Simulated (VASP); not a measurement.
# LiF (P6_3mc) in VASP: notebook

Runs on LiF. Level: LDA. Tasks: single point.

Everything below comes from runs of VASP 6.6.1. Logs are shortened: lines on timing, memory, paths and dates and some standing lists are left out, and cuts for length are marked.

### 1 The cell of the first run

The structure is hexagonal, space group P6_3mc (No. 186). The conventional cell has a = 3.098 Å, b = 3.098 Å, c = 4.458 Å, α = 90.00°, β = 90.00°, γ = 120.00°. Li (site symmetry 3m) has 4 F at 1.79 to 1.84 Å within 2.4 Å. Within 2.4 Å of F (site symmetry 3m) lie 4 Li at 1.79 to 1.84 Å.

### 2 Single point, LDA

The input, INCAR:

```
PREC = Accurate
ENCUT = 520
EDIFF = 1E-6
ISMEAR = 0
SIGMA = 0.05
LREAL = F
LASPH = T
NELM = 80
ALGO = Normal
ISIF = 2
LWAVE = F
LCHARG = F
GGA = CA
NBANDS = 18
```

The input, KPOINTS:

```
regular mesh
0
Gamma
  9 9 6
```

The input, POSCAR:

```
LiF
1.0
    3.0976209951      0.0000000000      0.0000000000
   -1.5488104975      2.6826184730      0.0000000000
    0.0000000000      0.0000000000      4.4580961361
Li F
2 2
Direct
    0.3333333333      0.6666666667      0.3933365971
    0.6666666667      0.3333333333      0.8933365971
    0.3333333333      0.6666666667      0.9910195924
    0.6666666667      0.3333333333      0.4910195924
```

Potentials or basis: VASP PAW LDA potentials, release 64 (Li_sv, F).

Launch:

```
> cat potpaw_LDA.64/Li_sv/POTCAR potpaw_LDA.64/F/POTCAR > POTCAR
> mpirun -np 1 vasp_std > vasp.out
```

OUTCAR:

```text
PREC = Accurate
   ENCUT = 520
   EDIFF = 1E-6
   ISMEAR = 0
   LREAL = F
   LASPH = T
   NELM = 80
   ISIF = 2
   GGA = CA

 ion  position               nearest neighbor table
   1  0.333  0.667  0.393-   3 1.79   4 1.84   4 1.84   4 1.84
   2  0.667  0.333  0.893-   4 1.79   3 1.84   3 1.84   3 1.84
   3  0.333  0.667  0.991-   1 1.79   2 1.84   2 1.84   2 1.84
   4  0.667  0.333  0.491-   2 1.79   1 1.84   1 1.84   1 1.84

  LATTYP: Found a hexagonal cell.
 ALAT       =     3.0976209951
 C/A-ratio  =     1.4392000000

  Lattice vectors:

 A1 = (   3.0976209951,   0.0000000000,   0.0000000000)
 A2 = (  -1.5488104975,   2.6826184730,   0.0000000000)
 A3 = (   0.0000000000,   0.0000000000,   4.4580961361)

Analysis of symmetry for initial positions (statically):
=====================================================================
 Subroutine PRICEL returns:
 Original cell was already a primitive cell.

 Routine SETGRP: Setting up the symmetry group for a
 hexagonal supercell.

 Subroutine GETGRP returns: Found 12 space group operations
 (whereof  6 operations were pure point group operations)
 out of a pool of 24 trial point group operations.

The static configuration has the point symmetry C_3v.
 The point group associated with its full space group is C_6v.

Analysis of symmetry for dynamics (positions and initial velocities):
=====================================================================
 Subroutine PRICEL returns:
 Original cell was already a primitive cell.

 Routine SETGRP: Setting up the symmetry group for a
 hexagonal supercell.

 Subroutine GETGRP returns: Found 12 space group operations
 (whereof  6 operations were pure point group operations)
 out of a pool of 24 trial point group operations.

The dynamic configuration has the point symmetry C_3v.
 The point group associated with its full space group is C_6v.

 Subroutine INISYM returns: Found 12 space group operations
 (whereof  6 operations are pure point group operations),
 and found     1 'primitive' translations

----------------------------------------------------------------------------------------

                                     Primitive cell

  volume of cell :      37.0456

  direct lattice vectors                    reciprocal lattice vectors
     3.097620995  0.000000000  0.000000000     0.322828390  0.186385058  0.000000000
    -1.548810498  2.682618473  0.000000000     0.000000000  0.372770116  0.000000000
     0.000000000  0.000000000  4.458096136     0.000000000  0.000000000  0.224310999

  length of vectors
     3.097620995  3.097620995  4.458096136     0.372770116  0.372770116  0.224310999

  position of ions in fractional coordinates (direct lattice)
     0.333333333  0.666666667  0.393336597
     0.666666667  0.333333333  0.893336597
     0.333333333  0.666666667  0.991019592
     0.666666667  0.333333333  0.491019592

  ion indices of the primitive-cell ions
   primitive index   ion index
                 1           1
                 2           2
                 3           3
                 4           4

----------------------------------------------------------------------------------------

 KPOINTS: regular mesh

Automatic generation of k-mesh.
 Grid dimensions read from file:
 generate k-points for:    9    9    6

 Generating k-lattice:

  Cartesian coordinates                     Fractional coordinates (reciprocal lattice)
     0.035869821  0.020709451  0.000000000     0.111111111  0.000000000  0.000000000
     0.000000000  0.041418902  0.000000000     0.000000000  0.111111111  0.000000000
     0.000000000  0.000000000  0.037385167     0.000000000  0.000000000  0.166666667

  Length of vectors
     0.041418902  0.041418902  0.037385167

  Shift w.r.t. Gamma in fractional coordinates (k-lattice)
     0.000000000  0.000000000  0.000000000

 Subroutine IBZKPT returns following result:
 ===========================================

 Found     48 irreducible k-points:

 Following reciprocal coordinates:
            Coordinates               Weight
  0.000000  0.000000  0.000000      1.000000
  0.111111  0.000000  0.000000      6.000000
  0.222222  0.000000  0.000000      6.000000
  0.333333  0.000000  0.000000      6.000000
  0.444444  0.000000  0.000000      6.000000
  0.111111  0.111111  0.000000      6.000000
[... 16 lines left out ...]
  0.333333  0.222222  0.166667     24.000000
  0.333333  0.333333  0.166667      4.000000
 [... further k-points ...]
   k-points           NKPTS =     48   k-points in BZ     NKDIM =     48   number of bands    NBANDS=     18
   number of dos      NEDOS =    301   number of ions     NIONS =      4
   total plane-waves  NPLWV =  20736
   dimension x,y,z NGX =    24 NGY =   24 NGZ =   36
   dimension x,y,z NGXF=    48 NGYF=   48 NGZF=   72
   ions per type =               2   2
   NGX,Y,Z   is equivalent  to a cutoff of  12.88, 12.88, 13.42 a.u.
   NGXF,Y,Z  is equivalent  to a cutoff of  25.76, 25.76, 26.85 a.u.
 SYSTEM =  unknown system
   PREC   = accura    normal or accurate (medium, high low for compatibility)
   ISTART =      0    job   : 0-new  1-cont  2-samecut
   ICHARG =      2    charge: 1-file 2-atom 10-const
   ISPIN  =      1    spin polarized calculation?
   LNONCOLLINEAR =      F non collinear calculations
   LSORBIT =      F    spin-orbit coupling
   LASPH  =      T    aspherical Exc in radial PAW
   ENCUT  =  520.0 eV  38.22 Ry    6.18 a.u.   5.76  5.76  8.29*2*pi/ulx,y,z
   NELM   =     80;   NELMIN=  2; NELMDL= -5     # of ELM steps
   EDIFF  = 0.1E-05   stopping-criterion for ELM
   LREAL  =      F    real-space projection
   EDIFFG = 0.1E-04   stopping-criterion for IOM
   NSW    =      0    number of steps for IOM
   IBRION =     -1    ionic relax: 0-MD 1-quasi-New 2-CG
   NFREE  =      0    steps in history (QN), initial steepest desc. (CG)
   ISIF   =      2    stress and relaxation
   ISYM   =      2    0-nonsym 1-usesym 2-fastsym
   POTIM  = 0.5000    time-step for ionic-motion
   TEBEG  =    0.0;   TEEND  =   0.0 temperature during run
   PSTRESS=    0.0 pullay stress
   NELECT =      20.0000    total number of electrons
   NUPDOWN=      -1.0000    fix difference up-down
   EMIN   =  10.00;   EMAX   =-10.00  energy-range for DOS
   EFERMI =   0.00;   METHOD = LEGACY
   ISMEAR =     0;   SIGMA  =   0.05  broadening in eV -4-tet -1-fermi 0-gaus
   EFERMI_NEDOS =   21; number of points for ismear=-14 and -15
   IALGO  =     38    algorithm
   IMIX   =      4    mixing-type and parameters
     AMIX     =   0.40;   BMIX     =  1.00
     AMIX_MAG =   1.60;   BMIX_MAG =  1.00
  volume/ion in A,a.u.               =       9.26        62.50
  Fermi-wavevector in a.u.,A,eV,Ry     =   1.333028  2.519058 24.177060  1.776964
  Thomas-Fermi vector in A             =   2.461918
   LORBIT       =      0    0 simple, 1 ext, 2 COOP (PROOUT), +10 PAW based schemes
   GGA     = CA    functional components
   LHFCALC =     F    Hartree Fock is set to
   AEXX    =    0.0000 exact exchange contribution
   IVDW    =     0    specifies the selected vdW correction
   LEPSILON=     F    determine dielectric tensor
   LRPA    =     F    only Hartree local field effects (RPA)
 non-spin polarized calculation
 Gauss-broadening in eV      SIGMA  =   0.05
  energy-cutoff  :      520.00
  volume of cell :       37.05
 maximum number of plane-waves:      1014
 NGX is ok and might be reduce to    24

 number of electron      19.9999968 magnetization

 Free energy of the ion-electron system (eV)
  ---------------------------------------------------
  ext. energy  EPLUGINS =         0.00000000
  ---------------------------------------------------
  free energy    TOTEN  =       -20.79697302 eV

  energy without entropy =      -20.79697302  energy(sigma->0) =      -20.79697302

 E-fermi :  -1.8846     XC(G=0):  -9.8682

 val. band max:       -2.2668800231   @ k =   0.0000   0.0000   0.0000
 cond. band min:       5.4371807030   @ k =   0.0000   0.0000   0.0000
 fundamental gap:      7.7040607261
 Fermi energy:        -1.8846137439

 k-point     1 :       0.0000    0.0000    0.0000
  band No.  band energies     occupation
      1     -41.5963      2.00000
      2     -41.5166      2.00000
      3     -21.5637      2.00000
      4     -21.1772      2.00000
      5      -4.9388      2.00000
      6      -3.1241      2.00000
[... 10 lines left out ...]
     17      16.7908      0.00000
     18      19.7700      0.00000

 k-point     2 :       0.1111    0.0000    0.0000
  band No.  band energies     occupation
      1     -41.5909      2.00000
      2     -41.5155      2.00000
      3     -21.5476      2.00000
      4     -21.1810      2.00000
      5      -4.8669      2.00000
      6      -3.2404      2.00000
[... 10 lines left out ...]
     17      17.1061      0.00000
     18      18.9214      0.00000

 k-point     3 :       0.2222    0.0000    0.0000
  band No.  band energies     occupation
      1     -41.5766      2.00000
      2     -41.5133      2.00000
      3     -21.5023      2.00000
      4     -21.1950      2.00000
      5      -4.6787      2.00000
      6      -3.5852      2.00000
[... 10 lines left out ...]
     17      17.3568      0.00000
     18      17.8190      0.00000

 k-point     4 :       0.3333    0.0000    0.0000
  band No.  band energies     occupation
      1     -41.5585      2.00000
      2     -41.5128      2.00000
      3     -21.4395      2.00000
      4     -21.2210      2.00000
      5      -4.5362      2.00000
      6      -3.8780      2.00000
[... 10 lines left out ...]
     17      17.2191      0.00000
     18      18.4106      0.00000

 k-point     5 :       0.4444    0.0000    0.0000
  band No.  band energies     occupation
      1     -41.5441      2.00000
      2     -41.5150      2.00000
      3     -21.3831      2.00000
      4     -21.2527      2.00000
      5      -4.6422      2.00000
      6      -3.7444      2.00000
[... 10 lines left out ...]
     17      16.9496      0.00000
     18      18.8636      0.00000

 k-point     6 :       0.1111    0.1111    0.0000
  band No.  band energies     occupation
      1     -41.5810      2.00000
      2     -41.5139      2.00000
      3     -21.5166      2.00000
      4     -21.1903      2.00000
      5      -4.7326      2.00000
      6      -3.5099      2.00000
[... 10 lines left out ...]
     17      17.5856      0.00000
     18      18.1419      0.00000

 k-point     7 :       0.2222    0.1111    0.0000
  band No.  band energies     occupation
      1     -41.5647      2.00000
      2     -41.5127      2.00000
      3     -21.4623      2.00000
      4     -21.2102      2.00000
      5      -4.5203      2.00000
      6      -3.9755      2.00000
[... 10 lines left out ...]
     17      17.5645      0.00000
     18      18.2235      0.00000

 k-point     8 :       0.3333    0.1111    0.0000
  band No.  band energies     occupation
      1     -41.5479      2.00000
      2     -41.5141      2.00000
      3     -21.4001      2.00000
      4     -21.2412      2.00000
      5      -4.5663      2.00000
      6      -4.0542      2.00000
[... 10 lines left out ...]
     17      17.1678      0.00000
     18      18.7543      0.00000
[... 229 lines left out ...]
     17      17.4642      0.00000
     18      18.1885      0.00000

 k-point    20 :       0.3333    0.1111    0.1667
  band No.  band energies     occupation
      1     -41.5456      2.00000
      2     -41.5163      2.00000
      3     -21.3920      2.00000
      4     -21.2544      2.00000
      5      -4.5423      2.00000
      6      -4.0256      2.00000
[... 10 lines left out ...]
     17      17.1745      0.00000
     18      18.7020      0.00000

 k-point    21 :       0.4444    0.1111    0.1667
  band No.  band energies     occupation
      1     -41.5377      2.00000
      2     -41.5179      2.00000
      3     -21.3600      2.00000
      4     -21.2733      2.00000
      5      -4.6646      2.00000
      6      -3.8508      2.00000
[... 10 lines left out ...]
     17      17.0129      0.00000
     18      18.9121      0.00000

 k-point    22 :       0.2222    0.2222    0.1667
  band No.  band energies     occupation
      1     -41.5469      2.00000
      2     -41.5161      2.00000
      3     -21.3979      2.00000
      4     -21.2502      2.00000
      5      -4.4034      2.00000
      6      -4.2564      2.00000
[... 10 lines left out ...]
     17      17.6183      0.00000
     18      18.5861      0.00000

 k-point    23 :       0.3333    0.2222    0.1667
  band No.  band energies     occupation
      1     -41.5345      2.00000
      2     -41.5190      2.00000
      3     -21.3496      2.00000
      4     -21.2778      2.00000
      5      -4.6789      2.00000
      6      -4.0142      2.00000
[... 10 lines left out ...]
     17      17.0681      0.00000
     18      19.0466      0.00000

 k-point    24 :       0.3333    0.3333    0.1667
  band No.  band energies     occupation
      1     -41.5251      2.00000
      2     -41.5251      2.00000
      3     -21.3100      2.00000
      4     -21.3100      2.00000
      5      -4.7667      2.00000
      6      -3.8042      2.00000
[... 10 lines left out ...]
     17      16.5100      0.00000
     18      19.0461      0.00000

 [... further k-points ...]

------------------------ aborting loop because EDIFF is reached ----------------------------------------

  FORCE on cell =-STRESS in cart. coord.  units (eV):
  Direction    XX          YY          ZZ          XY          YZ          ZX
  --------------------------------------------------------------------------------------
  -------------------------------------------------------------------------------------
  Total       -0.4284863     -0.4284863      0.5028425     -0.0000000      0.0000000      0.0000000
  in kB      -18.5315135    -18.5315135     21.7473292     -0.0000000      0.0000000      0.0000000
  external PRESSURE =      -5.1052326 kB  Pullay stress =       0.0000000 kB

 VOLUME and BASIS-vectors are now :
 -----------------------------------------------------------------------------
  energy-cutoff  :      520.00
  volume of cell :       37.05
      direct lattice vectors                 reciprocal lattice vectors
     3.097620995  0.000000000  0.000000000     0.322828390  0.186385058  0.000000000
    -1.548810498  2.682618473  0.000000000     0.000000000  0.372770116  0.000000000
     0.000000000  0.000000000  4.458096136     0.000000000  0.000000000  0.224310999

 POSITION                                       TOTAL-FORCE (eV/Angst)
 -----------------------------------------------------------------------------------
     -0.00000      1.78841      1.75353        -0.000000      0.000000      0.185948
      1.54881      0.89421      3.98258         0.000000     -0.000000      0.185948
     -0.00000      1.78841      4.41806         0.000000     -0.000000     -0.185948
      1.54881      0.89421      2.18901        -0.000000      0.000000     -0.185948
 -----------------------------------------------------------------------------------
    total drift:                                0.000000      0.000000     -0.000707

  FREE ENERGIE OF THE ION-ELECTRON SYSTEM (eV)
  ---------------------------------------------------
  free  energy   TOTEN  =       -20.7969730167 eV

  energy  without entropy=      -20.7969730167  energy(sigma->0) =      -20.79697302
```

It took 8.7 s on 1 thread of Intel Xeon 6975P-C (Granite Rapids), shared host; peak memory 0.14 GiB.

What came out:

| Property | Result |
| --- | --- |
| Free energy | -20.7970 eV |
| Largest force | 0.186 eV/Å |
| Band gap on the k mesh | 7.70 eV |

Forces in eV/Å, atoms in the order of the input:
```
Li   0.000  0.000  0.186
Li   0.000  0.000  0.186
F    0.000  0.000 -0.186
F    0.000  0.000 -0.186
```

Caveat: the cutoff is under 1.25 times the usual one of these potentials, so pressure, stress and relaxed cells hold a basis-set (Pulay) error; an odd mesh through Γ misses points on the zone boundary, where band edges can lie.

### 3 Single point, LDA

This run uses another cell than the first one, of the same volume but with other edges.

The input, INCAR:

```
SYSTEM = LiF
ALGO = Normal
EDIFF = 1E-6
ENCUT = 520
GGA = CA
ISIF = 2
ISMEAR = 0
LASPH = .True.
LCHARG = .True.
LELF = .True.
LREAL = .False.
LVHAR = .True.
LWAVE = .False.
NBANDS = 18
NELM = 100
PREC = Accurate
SIGMA = 0.05
```

The input, KPOINTS:

```
k-points
0
Gamma
  9 9 6
  0 0 0
```

The input, POSCAR:

```
LiF
1.0
    2.9680706168      0.0000000000      0.0000000000
   -1.4840353084      2.5704245544      0.0000000000
    0.0000000000      0.0000000000      4.8557635292
Li F
2 2
Direct
    0.3333333333      0.6666666667      0.3559038391
    0.6666666667      0.3333333333      0.8559038391
    0.3333333333      0.6666666667      0.9910195924
    0.6666666667      0.3333333333      0.4910195924
```

Potentials or basis: VASP PAW LDA potentials, release 64 (Li_sv, F).

Launch:

```
> cat potpaw_LDA.64/Li_sv/POTCAR potpaw_LDA.64/F/POTCAR > POTCAR
> mpirun -np 1 vasp_std > vasp.out
```

Wall time 9.9 s (1 thread of Intel Xeon 6975P-C (Granite Rapids), shared host); peak memory 0.14 GiB.

Results (log left out):

| Property | Result |
| --- | --- |
| Free energy | -20.7839 eV |
| Largest force | 0.282 eV/Å |
| Band gap on the k mesh | 7.94 eV |

Forces in eV/Å, atoms in the order of the input:
```
Li   0.000  0.000  0.282
Li   0.000  0.000  0.282
F    0.000  0.000 -0.282
F    0.000  0.000 -0.282
```

Levels at points of the mesh, in eV from the valence-band top:
```csv
k point,band 6,band 7,band 8,band 9,band 10,band 11,band 12,band 13,band 14,band 15
"(0.00, 0.00, 0.00)",-0.32,-0.32,-0.12,0.00,0.00,7.94,11.99,15.38,19.14,19.14
"(0.00, 0.00, 0.50)",-1.26,-0.16,-0.16,-0.16,-0.16,9.53,9.53,17.66,17.66,19.44
```

Caveat: the cutoff is under 1.25 times the usual one of these potentials, so pressure, stress and relaxed cells hold a basis-set (Pulay) error; an odd mesh through Γ misses points on the zone boundary, where band edges can lie.

(Part 1 of 2 ends here.)
